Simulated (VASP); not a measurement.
Input of a VASP 6.6.1 run:

The input INCAR:

```
PREC     = Accurate       # precision mode
ENCUT    = 600            # plane-wave cutoff, eV
EDIFF    = 1E-6           # SCF threshold, eV
ISMEAR   = 0              # smearing method
SIGMA    = 0.2            # smearing width, eV
LREAL    = F              # projectors in reciprocal space
LASPH    = T              # aspherical terms in the spheres
NELM     = 100            # most SCF steps
ALGO     = Normal         # electronic algorithm
ISIF     = 3              # what is computed and relaxed
LWAVE    = F              # write WAVECAR
LCHARG   = F              # write CHGCAR
GGA      = PE             # functional
IBRION   = 2              # ionic algorithm
NSW      = 36             # ionic steps
EDIFFG   = -0.08          # ionic threshold
```

KPOINTS

```
Automatic mesh
0
Gamma
  4 4 4
```

The input POSCAR:

```
Ga4As3P
1.0
   -2.8000000000      2.8000000000      5.6000000000
    2.8000000000     -2.8000000000      5.6000000000
    2.8000000000      2.8000000000     -5.6000000000
Ga P As
4 1 3
Direct
    0.1220000000      0.1220000000      0.4900000000
    0.6320000000      0.6320000000      0.5100000000
    0.3680000000      0.8780000000      0.0000000000
    0.8780000000      0.3680000000      0.0000000000
    0.0000000000      0.0000000000      0.0000000000
    0.2500000000      0.7500000000      0.5000000000
    0.7500000000      0.2500000000      0.5000000000
    0.5000000000      0.5000000000      0.0000000000
```

Potentials or basis: VASP PAW PBE potentials, release 64 (Ga_d, P, As).

Run with:

```console
$ cat potpaw_PBE.64/Ga_d/POTCAR potpaw_PBE.64/P/POTCAR potpaw_PBE.64/As/POTCAR > POTCAR
$ mpirun -np 1 vasp_std > vasp.out
```

Q: What does it give for the relaxed volume?

A: 22.96 Å³/atom.

Q: What does it give for the band gap on the k mesh?

A: 0.50 eV, direct.

Q: What does it give for the relaxed cell?

A: a = 6.961 Å, b = 6.961 Å, c = 6.961 Å, α = 131.80°, β = 131.80°, γ = 70.54°.

Q: What does it give for the space group after relaxing (to 0.05 Å)?

A: I-42m (No. 121).

Forces on the atoms (eV/Å):
```
Ga  -0.034 -0.034  0.010
Ga   0.034  0.034  0.010
Ga   0.034 -0.034 -0.010
Ga  -0.034  0.034 -0.010
P    0.000  0.000  0.000
As   0.000  0.000  0.000
As   0.000  0.000  0.000
As   0.000  0.000  0.000
```

Caveat: the relaxation stopped at a loose force limit of 0.08 eV/Å, so its end isn't a converged minimum.
